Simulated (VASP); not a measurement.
Input of a VASP 6.6.1 run:

File INCAR:

```
SYSTEM = Mg
PREC     = Accurate       ! precision mode
ENCUT    = 600            ! plane-wave cutoff, eV
EDIFF    = 1E-6           ! SCF threshold, eV
ISMEAR   = -1             ! smearing method
SIGMA    = 0.1            ! smearing width, eV
LREAL    = .FALSE.        ! projectors in reciprocal space
LASPH    = .TRUE.         ! aspherical terms in the spheres
NELM     = 80             ! most SCF steps
ALGO     = Normal         ! electronic algorithm
ISIF     = 3              ! what is computed and relaxed
LWAVE    = .FALSE.        ! write WAVECAR
LCHARG   = .FALSE.        ! write CHGCAR
GGA      = PS             ! functional
IBRION   = 2              ! ionic algorithm
NSW      = 80             ! ionic steps
EDIFFG   = -0.01          ! ionic threshold
```

The input KPOINTS:

```
Automatic mesh
0
G
  12 12 12
  0 0 0
```

The input POSCAR:

```
Mg
1.0
    0.0000000000      2.2649029606      2.2649029606
    2.2649029606      0.0000000000      2.2649029606
    2.2649029606      2.2649029606      0.0000000000
Mg
1
Direct
    0.0000000000      0.0000000000      0.0000000000
```

Potentials or basis: VASP PAW PBE potentials, release 64 (Mg).

Launch:

```bash
$ cat potpaw_PBE.64/Mg/POTCAR > POTCAR
$ mpirun -np 1 vasp_std > vasp.out
```

Estimate the relaxed volume.

22.65 Å³/atom.

Estimate the band gap on the k mesh.

zero (band 1 reaches 4.10 eV, above the bottom of band 2 at 1.37 eV).

Estimate the relaxed cell.

a = 3.176 Å, b = 3.176 Å, c = 3.176 Å, α = 60.00°, β = 60.00°, γ = 60.00°.

Final structure:
```yaml
crystal:
  lattice:
    - [0.00000, 2.24571, 2.24571]
    - [2.24571, 0.00000, 2.24571]
    - [2.24571, 2.24571, 0.00000]
  atoms:
    - { symbol: Mg, position: [0.00000, 0.00000, 0.00000] }
```

Caveat: the PAW data sets were made with another functional, which shifts forces and pressure a little.
